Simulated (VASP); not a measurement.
# NaI (Fm-3m) in VASP: a series of runs

NaI is run at these levels: HSE06; tasks: single point.

Program: VASP 6.6.1. These are calculated values, not measurements. Logs are shortened: lines on timing, memory, paths and dates and some standing lists are left out, and cuts for length are marked.

### Step 1. The cell of the first run

It takes space group Fm-3m (No. 225, cubic). Conventional cell: a = 6.341 Å, b = 6.341 Å, c = 6.341 Å, α = 90.00°, β = 90.00°, γ = 90.00°. Within 4.2 Å of I (site symmetry m-3m) lie 6 Na at 3.17 Å. Na (site symmetry m-3m) has 6 I at 3.17 Å within 4.2 Å.

### Step 2. Single point, HSE06

POSCAR

```
NaI
1.0
    0.0000000000      3.1703324822      3.1703324822
    3.1703324822      0.0000000000      3.1703324822
    3.1703324822      3.1703324822      0.0000000000
I Na
1 1
Direct
    0.5000000000      0.5000000000      0.5000000000
    0.0000000000      0.0000000000      0.0000000000
```

INCAR.step1

```
  PREC = Accurate
  ENCUT = 520
  EDIFF = 1E-5
  ISMEAR = -1
  SIGMA = 0.05
  LREAL = F
  LASPH = T
  NELM = 100
  ALGO = Normal
  ISIF = 2
  LWAVE = T
  LCHARG = F
  NBANDS = 14
  GGA = PE
```

INCAR.step2

```
  PREC = Accurate
  ENCUT = 520
  EDIFF = 1E-6
  ISMEAR = -1
  SIGMA = 0.05
  LREAL = F
  LASPH = T
  NELM = 100
  ALGO = Normal
  ISIF = 2
  LWAVE = F
  LCHARG = F
  GGA = PE
  LHFCALC = T
  HFSCREEN = 0.2079
  PRECFOCK = Normal
  NBANDS = 14
  ISTART = 1
```

KPOINTS

```
Automatic mesh
0
Gamma
  4 4 4
```

Potentials or basis: VASP PAW PBE potentials, release 64 (I, Na_pv).

Command:

```sh
> cat potpaw_PBE.64/I/POTCAR potpaw_PBE.64/Na_pv/POTCAR > POTCAR
> cp INCAR.step1 INCAR
> mpirun -np 1 vasp_std > vasp.out
> cp INCAR.step2 INCAR
> mpirun -np 1 vasp_std > vasp.out
```

OUTCAR:

```text
PREC = Accurate
   ENCUT = 520
   EDIFF = 1E-6
   ISMEAR = -1
   LREAL = F
   LASPH = T
   NELM = 100
   ISIF = 2
   GGA = PE
   LHFCALC = T
   HFSCREEN = 0.2079
   PRECFOCK = Normal
   ISTART = 1

 ion  position               nearest neighbor table
   1  0.500  0.500  0.500-   2 3.17   2 3.17   2 3.17   2 3.17   2 3.17   2 3.17
   2  0.000  0.000  0.000-   1 3.17   1 3.17   1 3.17   1 3.17   1 3.17   1 3.17

  LATTYP: Found a face centered cubic cell.
 ALAT       =     6.3406649644

  Lattice vectors:

 A1 = (   0.0000000000,   3.1703324822,   3.1703324822)
 A2 = (   3.1703324822,   0.0000000000,   3.1703324822)
 A3 = (   3.1703324822,   3.1703324822,   0.0000000000)

Analysis of symmetry for initial positions (statically):
=====================================================================
 Subroutine PRICEL returns:
 Original cell was already a primitive cell.

 Routine SETGRP: Setting up the symmetry group for a
 face centered cubic supercell.

 Subroutine GETGRP returns: Found 48 space group operations
 (whereof 48 operations were pure point group operations)
 out of a pool of 48 trial point group operations.

The static configuration has the point symmetry O_h .

Analysis of symmetry for dynamics (positions and initial velocities):
=====================================================================
 Subroutine PRICEL returns:
 Original cell was already a primitive cell.

 Routine SETGRP: Setting up the symmetry group for a
 face centered cubic supercell.

 Subroutine GETGRP returns: Found 48 space group operations
 (whereof 48 operations were pure point group operations)
 out of a pool of 48 trial point group operations.

The dynamic configuration has the point symmetry O_h .

 Subroutine INISYM returns: Found 48 space group operations
 (whereof 48 operations are pure point group operations),
 and found     1 'primitive' translations

----------------------------------------------------------------------------------------

                                     Primitive cell

  volume of cell :      63.7301

  direct lattice vectors                    reciprocal lattice vectors
     0.000000000  3.170332482  3.170332482    -0.157712165  0.157712165  0.157712165
     3.170332482  0.000000000  3.170332482     0.157712165 -0.157712165  0.157712165
[... 83 lines left out ...]
   ISMEAR =    -1;   SIGMA  =   0.05  broadening in eV -4-tet -1-fermi 0-gaus
   EFERMI_NEDOS =   21; number of points for ismear=-14 and -15
   IALGO  =     38    algorithm
   IMIX   =      1    mixing-type and parameters
     AMIX     =   0.40;   BMIX     =  1.00
     AMIX_MAG =   1.60;   BMIX_MAG =  1.00
  volume/ion in A,a.u.               =      31.87       215.04
  Fermi-wavevector in a.u.,A,eV,Ry     =   0.987801  1.866673 13.275890  0.975750
  Thomas-Fermi vector in A             =   2.119281
   LORBIT       =      0    0 simple, 1 ext, 2 COOP (PROOUT), +10 PAW based schemes
   GGA     = PE    functional components
   LHFCALC =     T    Hartree Fock is set to
   PRECFOCK=normal    Normal, Fast or Accurate (Low or Medium for compatibility)
   ENCUT4O =  -1.0   cutoff for four orbital integrals eV
   NKREDX  =     1    reduce k-point grid by
   NKREDY  =     1    reduce k-point grid by
   NKREDZ  =     1    reduce k-point grid by
   AEXX    =    0.2500 exact exchange contribution
   HFSCREEN=    0.2079 screening length (either q_TF or 0.3 A-1)
   HFSCREENC=   0.2079 screening length for correlation (either q_TF or 0.3 A-1)
   ENCUTFOCK=  -1.0 apply spherical cutoff to Coloumb kernel
   IVDW    =     0    specifies the selected vdW correction
   LEPSILON=     F    determine dielectric tensor
   LRPA    =     F    only Hartree local field effects (RPA)
 non-spin polarized calculation
  energy-cutoff  :      520.00
  volume of cell :       63.73
 maximum number of plane-waves:      1724
 NGX is ok and might be reduce to    36
  NGX = 28; NGY = 28; NGZ = 28

 number of electron      14.0000005 magnetization

 Free energy of the ion-electron system (eV)
  ---------------------------------------------------
  ext. energy  EPLUGINS =         0.00000000
  ---------------------------------------------------
  free energy    TOTEN  =        -6.23724996 eV

  energy without entropy =       -6.23724996  energy(sigma->0) =       -6.23724996

 E-fermi :   1.6975     XC(G=0):  -6.6590

 val. band max:        0.5437804223   @ k =   0.0000   0.0000   0.0000
 cond. band min:       5.3826726492   @ k =   0.0000   0.0000   0.0000
 fundamental gap:      4.8388922269
 Fermi energy:         1.6974767981

 k-point     1 :       0.0000    0.0000    0.0000
  band No.  band energies     occupation
      1     -24.1867      2.00000
      2     -24.1867      2.00000
      3     -24.1867      2.00000
      4     -11.6015      2.00000
      5       0.5438      2.00000
      6       0.5438      2.00000
      7       0.5438      2.00000
      8       5.3827      0.00000
      9       9.5565      0.00000
     10       9.5565      0.00000
     11       9.5565      0.00000
     12      11.6055      0.00000
     13      11.6055      0.00000
     14      12.1337      0.00000
[... 105 lines left out ...]
      1     -24.1905      2.00000
      2     -24.1905      2.00000
      3     -24.1890      2.00000
      4     -11.0574      2.00000
      5      -1.1415      2.00000
      6      -1.1415      2.00000
      7      -0.5549      2.00000
      8       7.6074      0.00000
      9       9.1608      0.00000
     10       9.1608      0.00000
     11       9.7644      0.00000
     12      14.2164      0.00000
     13      14.2165      0.00000
     14      14.9897      0.00000

------------------------ aborting loop because EDIFF is reached ----------------------------------------

  FORCE on cell =-STRESS in cart. coord.  units (eV):
  Direction    XX          YY          ZZ          XY          YZ          ZX
  --------------------------------------------------------------------------------------
  -------------------------------------------------------------------------------------
  Total        0.5392079      0.5392079      0.5392079      0.0000000     -0.0000000      0.0000000
  in kB       13.5557134     13.5557134     13.5557134      0.0000000     -0.0000000      0.0000000
  external PRESSURE =      13.5557134 kB  Pullay stress =       0.0000000 kB

 VOLUME and BASIS-vectors are now :
 -----------------------------------------------------------------------------
  energy-cutoff  :      520.00
  volume of cell :       63.73
      direct lattice vectors                 reciprocal lattice vectors
     0.000000000  3.170332482  3.170332482    -0.157712165  0.157712165  0.157712165
     3.170332482  0.000000000  3.170332482     0.157712165 -0.157712165  0.157712165
     3.170332482  3.170332482  0.000000000     0.157712165  0.157712165 -0.157712165

 POSITION                                       TOTAL-FORCE (eV/Angst)
 -----------------------------------------------------------------------------------
      3.17033      3.17033      3.17033         0.000000     -0.000000      0.000000
      0.00000      0.00000      0.00000        -0.000000      0.000000     -0.000000
 -----------------------------------------------------------------------------------
    total drift:                               -0.000001     -0.000001     -0.000001

  FREE ENERGIE OF THE ION-ELECTRON SYSTEM (eV)
  ---------------------------------------------------
  free  energy   TOTEN  =        -6.2372499568 eV

  energy  without entropy=       -6.2372499568  energy(sigma->0) =       -6.23724996
```

OUTCAR.step1:

```text
PREC = Accurate
   ENCUT = 520
   EDIFF = 1E-5
   ISMEAR = -1
   LREAL = F
[... 339 lines left out ...]
      3.17033      3.17033      3.17033         0.000000      0.000000      0.000000
      0.00000      0.00000      0.00000         0.000000     -0.000000     -0.000000
 -----------------------------------------------------------------------------------
    total drift:                                0.000000      0.000000      0.000000

  FREE ENERGIE OF THE ION-ELECTRON SYSTEM (eV)
  ---------------------------------------------------
  free  energy   TOTEN  =        -5.3520369595 eV

  energy  without entropy=       -5.3520369594  energy(sigma->0) =       -5.35203696
```

Run time: 3.3 min. Hardware: 1 thread of AMD EPYC 9R45 (Zen 5), shared host; peak memory 0.28 GiB.

Results:

```yaml
Free_energy: -6.2372 eV
Pressure: 1.4 GPa
Band_gap_on_the_k_mesh: 4.84 eV
```

Caveat: the k points lie up to 0.43 Å⁻¹ apart; the PAW data sets were made with another functional, which shifts forces and pressure a little; spin-orbit coupling is left out, which moves the levels of the heavy elements.

### Step 3. Single point, HSE06

This run uses another cell than the first one, of 32.54 Å³/atom.

POSCAR

```
NaI
1.0
    0.0000000000      3.1926595029      3.1926595029
    3.1926595029      0.0000000000      3.1926595029
    3.1926595029      3.1926595029      0.0000000000
I Na
1 1
Direct
    0.5000000000      0.5000000000      0.5000000000
    0.0000000000      0.0000000000      0.0000000000
```

INCAR.step1

```
PREC = Accurate
ENCUT = 520
EDIFF = 1E-5
ISMEAR = -1
SIGMA = 0.05
LREAL = False
LASPH = True
NELM = 60
ALGO = Normal
ISIF = 2
LWAVE = True
LCHARG = False
GGA = PE
NBANDS = 14
```

INCAR.step2

```
PREC = Accurate
ENCUT = 520
EDIFF = 1E-6
ISMEAR = -1
SIGMA = 0.05
LREAL = False
LASPH = True
NELM = 60
ALGO = Normal
ISIF = 2
LWAVE = False
LCHARG = False
GGA = PE
LHFCALC = True
HFSCREEN = 0.2079
PRECFOCK = Normal
ISTART = 1
NBANDS = 14
```

KPOINTS is that of step 2.

Potentials or basis: VASP PAW PBE potentials, release 64 (I, Na_pv).

Command:

```sh
> cat potpaw_PBE.64/I/POTCAR potpaw_PBE.64/Na_pv/POTCAR > POTCAR
> cp INCAR.step1 INCAR
> mpirun -np 1 vasp_std > vasp.out
> cp INCAR.step2 INCAR
> mpirun -np 1 vasp_std > vasp.out
```

OUTCAR:

```text
PREC = Accurate
   ENCUT = 520
   EDIFF = 1E-6
   ISMEAR = -1
   LREAL = False
   LASPH = True
   NELM = 60
   ISIF = 2
   GGA = PE
   LHFCALC = True
   HFSCREEN = 0.2079
   PRECFOCK = Normal
   ISTART = 1

 ion  position               nearest neighbor table
   1  0.500  0.500  0.500-
   2  0.000  0.000  0.000-

  LATTYP: Found a face centered cubic cell.
 ALAT       =     6.3853190058

  Lattice vectors:

 A1 = (   0.0000000000,   3.1926595029,   3.1926595029)
 A2 = (   3.1926595029,   0.0000000000,   3.1926595029)
 A3 = (   3.1926595029,   3.1926595029,   0.0000000000)

Analysis of symmetry for initial positions (statically):
=====================================================================
 Subroutine PRICEL returns:
 Original cell was already a primitive cell.

 Routine SETGRP: Setting up the symmetry group for a
 face centered cubic supercell.

 Subroutine GETGRP returns: Found 48 space group operations
 (whereof 48 operations were pure point group operations)
 out of a pool of 48 trial point group operations.

The static configuration has the point symmetry O_h .

Analysis of symmetry for dynamics (positions and initial velocities):
=====================================================================
 Subroutine PRICEL returns:
 Original cell was already a primitive cell.

 Routine SETGRP: Setting up the symmetry group for a
 face centered cubic supercell.

 Subroutine GETGRP returns: Found 48 space group operations
 (whereof 48 operations were pure point group operations)
 out of a pool of 48 trial point group operations.

The dynamic configuration has the point symmetry O_h .

 Subroutine INISYM returns: Found 48 space group operations
 (whereof 48 operations are pure point group operations),
 and found     1 'primitive' translations

[... 109 lines left out ...]
   AEXX    =    0.2500 exact exchange contribution
   HFSCREEN=    0.2079 screening length (either q_TF or 0.3 A-1)
   HFSCREENC=   0.2079 screening length for correlation (either q_TF or 0.3 A-1)
   ENCUTFOCK=  -1.0 apply spherical cutoff to Coloumb kernel
   IVDW    =     0    specifies the selected vdW correction
   LEPSILON=     F    determine dielectric tensor
   LRPA    =     F    only Hartree local field effects (RPA)
 non-spin polarized calculation
  energy-cutoff  :      520.00
  volume of cell :       65.09
 maximum number of plane-waves:      1807
 NGX is ok and might be reduce to    36
  NGX = 28; NGY = 28; NGZ = 28

 number of electron      14.0000001 magnetization

 Free energy of the ion-electron system (eV)
  ---------------------------------------------------
  ext. energy  EPLUGINS =         0.00000000
  ---------------------------------------------------
  free energy    TOTEN  =        -6.24689202 eV

  energy without entropy =       -6.24689202  energy(sigma->0) =       -6.24689202

 E-fermi :   1.4709     XC(G=0):  -6.5901

 val. band max:        0.3871386375   @ k =   0.0000   0.0000   0.0000
 cond. band min:       5.1606557599   @ k =   0.0000   0.0000   0.0000
 fundamental gap:      4.7735171224
 Fermi energy:         1.4709261941

 k-point     1 :       0.0000    0.0000    0.0000
  band No.  band energies     occupation
      1     -24.3631      2.00000
      2     -24.3631      2.00000
      3     -24.3631      2.00000
      4     -11.6926      2.00000
      5       0.3871      2.00000
      6       0.3871      2.00000
      7       0.3871      2.00000
      8       5.1607      0.00000
      9       9.4004      0.00000
     10       9.4004      0.00000
     11       9.4004      0.00000
     12      11.4114      0.00000
     13      11.4114      0.00000
     14      11.9589      0.00000
[... 105 lines left out ...]
      1     -24.3665      2.00000
      2     -24.3665      2.00000
      3     -24.3651      2.00000
      4     -11.1805      2.00000
      5      -1.2354      2.00000
      6      -1.2354      2.00000
      7      -0.6693      2.00000
      8       7.3994      0.00000
      9       8.9771      0.00000
     10       8.9771      0.00000
     11       9.5517      0.00000
     12      13.9289      0.00000
     13      13.9289      0.00000
     14      14.6976      0.00000

------------------------ aborting loop because EDIFF is reached ----------------------------------------

  FORCE on cell =-STRESS in cart. coord.  units (eV):
  Direction    XX          YY          ZZ          XY          YZ          ZX
  --------------------------------------------------------------------------------------
  -------------------------------------------------------------------------------------
  Total        0.3703729      0.3703729      0.3703729     -0.0000000      0.0000000      0.0000000
  in kB        9.1172107      9.1172107      9.1172107     -0.0000000      0.0000000      0.0000000
  external PRESSURE =       9.1172107 kB  Pullay stress =       0.0000000 kB

 VOLUME and BASIS-vectors are now :
 -----------------------------------------------------------------------------
  energy-cutoff  :      520.00
  volume of cell :       65.09
      direct lattice vectors                 reciprocal lattice vectors
     0.000000000  3.192659503  3.192659503    -0.156609247  0.156609247  0.156609247
     3.192659503  0.000000000  3.192659503     0.156609247 -0.156609247  0.156609247
     3.192659503  3.192659503  0.000000000     0.156609247  0.156609247 -0.156609247

 POSITION                                       TOTAL-FORCE (eV/Angst)
 -----------------------------------------------------------------------------------
      3.19266      3.19266      3.19266         0.000000      0.000000      0.000000
      0.00000      0.00000      0.00000        -0.000000     -0.000000     -0.000000
 -----------------------------------------------------------------------------------
    total drift:                                0.000000      0.000000      0.000000

  FREE ENERGIE OF THE ION-ELECTRON SYSTEM (eV)
  ---------------------------------------------------
  free  energy   TOTEN  =        -6.2468920220 eV

  energy  without entropy=       -6.2468920220  energy(sigma->0) =       -6.24689202
```

OUTCAR.step1:

```text
PREC = Accurate
   ENCUT = 520
   EDIFF = 1E-5
   ISMEAR = -1
   LREAL = False
[... 339 lines left out ...]
      3.19266      3.19266      3.19266        -0.000000     -0.000000     -0.000000
      0.00000      0.00000      0.00000         0.000000      0.000000      0.000000
 -----------------------------------------------------------------------------------
    total drift:                                0.000000      0.000000      0.000000

  FREE ENERGIE OF THE ION-ELECTRON SYSTEM (eV)
  ---------------------------------------------------
  free  energy   TOTEN  =        -5.3647128916 eV

  energy  without entropy=       -5.3647128916  energy(sigma->0) =       -5.36471289
```

Wall time 3.6 min (1 thread of AMD EPYC 9R45 (Zen 5), shared host); peak memory 0.29 GiB.

Results:

* Free energy: -6.2469 eV
* Pressure: 0.9 GPa
* Band gap on the k mesh: 4.77 eV

Caveat: the k points lie up to 0.43 Å⁻¹ apart; the PAW data sets were made with another functional, which shifts forces and pressure a little; spin-orbit coupling is left out, which moves the levels of the heavy elements.

(Part 1 of 2 ends here.)
